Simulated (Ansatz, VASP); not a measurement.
Two plane-wave programs on Si2BiTe5

```
Si Bi Te
1.0
     3.99806    0.00000    0.00000
    -1.99903    3.46243    0.00000
     0.00000    0.00000   17.19952
Si Bi Te
2 1 5
Direct
  0.00000 0.00000 0.71544
  0.33333 0.66667 0.09646
  0.00000 0.00000 0.33627
  0.66667 0.33333 0.62374
  0.33333 0.66667 0.80534
  0.00000 0.00000 0.01028
  0.66667 0.33333 0.19587
  0.33333 0.66667 0.44961
```

Alike in both runs: functional PBE; k mesh 12 × 12 × 2; occupations gaussian, width 0.1 eV; no spin polarisation.

Ansatz relaxed the structure, and its values are those at the end. VASP's run is a single point on that final structure, the one shown.

|  | VASP | Ansatz |
| --- | --- | --- |
| version | VASP 6.6.1 | Ansatz 0.2.0 |
| potentials or method | VASP PAW PBE potentials, release 64 (Si, Bi_d, Te), cutoff 520 eV | scalar-relativistic, plane waves, PAW |
| valence electrons in the cell | 53 | 103 |

|  | VASP | Ansatz | Ansatz less VASP |
| --- | --- | --- | --- |
| gap on the k mesh at the Fermi level (eV) | none | none | - |
| pressure (GPa) | 0.0 | 0.0 | -0.01 |
| rms of the force components (eV/Å) | 0.006 | 0.001 | -0.0054 |

A gap of «none» marks a metal or a gap that the smearing closes. With one functional, cell and mesh, what is left measures potentials, basis and numerics. VASP's potentials hold 53 valence electrons a cell and Ansatz's 103, so a difference there can come from the potentials and not from the codes.

Spin-orbit coupling is off throughout.
